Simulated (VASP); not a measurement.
Crystal: P.

```
P
1.0
     2.42807    0.00000    0.00000
     0.00000    3.54144    0.00000
     0.00000    0.00000    5.57342
P
3
Direct
  0.50000 0.50000 0.79804
  0.50000 0.50000 0.20196
  0.50000 0.00000 0.50000
```

| Item | Value |
| --- | --- |
| Program | VASP 6.6.1 |
| Task | relaxation of cell and atoms |
| Functional | PBE |
| Potentials or basis | VASP PAW PBE potentials, release 64 (P) |
| Cutoff | 600 eV |
| k mesh | 18 × 14 × 8 |
| Occupations | gaussian, width 0.1 eV |
| Spin | no spin polarisation |

At the start: pressure 0.1 GPa; volume 15.98 Å³/atom.

How do energy, volume and symmetry change on relaxing?

Over 9 steps the energy falls by 5.0 meV/atom and the volume is 16.06 Å³/atom (+0.5 %); space group Pmmm (No. 47, to 0.05 Å).

The path:
```
step  energy change (eV)  largest force (eV/Å)  pressure (GPa)  volume (Å³)
   1              0.0000                0.2962            0.11        47.93
   2             -0.0110                0.1399            0.02        48.00
   3             -0.0131                0.0701            0.03        48.04
   4             -0.0131                0.0670            0.03        48.04
   5             -0.0142                0.0247            0.03        48.07
   6             -0.0144                0.0048            0.03        48.09
   7             -0.0148                0.0032            0.03        48.14
   8             -0.0148                0.0024            0.02        48.15
   9             -0.0149                0.0019           -0.03        48.18
```

Final structure:
```
P
1.0
     2.39877    0.00000    0.00000
     0.00000    3.58947    0.00000
     0.00000    0.00000    5.59601
P
3
Direct
  0.50000 0.50000 0.79185
  0.50000 0.50000 0.20815
  0.50000 0.00000 0.50000
```
